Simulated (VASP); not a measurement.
MgS:

```
CELL_PARAMETERS angstrom
0.00000 2.60440 2.60440
2.60440 0.00000 2.60440
2.60440 2.60440 0.00000
ATOMIC_POSITIONS crystal
Mg 0.00000 0.00000 0.00000
S 0.50000 0.50000 0.50000
```

Program: VASP 6.6.1. Alike in all runs: task single point; level PBE; potentials or basis VASP PAW PBE potentials, release 64 (Mg, S); cell as given; cutoff (eV) 600.

**Question.** Order these runs on this cell by their band gap on the k mesh, lowest first.
A. spin off; k mesh 4 × 4 × 4; smearing gaussian 0.1 eV
B. spin off; k mesh 1 × 1 × 1; smearing fermi-dirac 0.00861733 eV
C. spin collinear, zero start; k mesh 1 × 2 × 5, shifted; smearing gaussian 0.1 eV
D. spin off; k mesh 2 × 2 × 2; smearing methfessel-paxton 0.28 eV

**Answer.** D (2.43 eV), A (2.74 eV), B (3.33 eV), C (4.83 eV).

Caveats: all runs use coarse meshes.

A k mesh can miss the band edges, odd and even meshes differently.
